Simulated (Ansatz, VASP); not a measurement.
Two plane-wave programs on InP

```
In P
1.0
     0.00000    2.90948    2.90948
     2.90948    0.00000    2.90948
     2.90948    2.90948    0.00000
In P
1 1
Direct
  0.00000 0.00000 0.00000
  0.25000 0.25000 0.25000
```

Change from the starting cell: hydrostatic strain -1.5%.

Alike in both runs: task single point; functional r2SCAN; k mesh 8 × 8 × 8; no spin polarisation.

|  | VASP | Ansatz |
| --- | --- | --- |
| version | VASP 6.6.1 | Ansatz 0.2.0 |
| potentials or method | VASP PAW PBE potentials, release 64 (In_d, P) | plane waves, PAW |
| plane-wave cutoff (eV) | 520 | 500 |
| occupations | gaussian, width 0.01 eV | fixed |
| valence electrons in the cell | 18 | 18 |

Ansatz gave:

| Property | Result |
| --- | --- |
| gap on the k mesh at the Fermi level (eV) | 1.29 |
| pressure (GPa) | 3.4 |

Question: Estimate VASP's values.

Answer: gap on the k mesh at the Fermi level (eV): 1.30; pressure (GPa): 3.3.

VASP's potentials were made for PBE, not for r2SCAN.
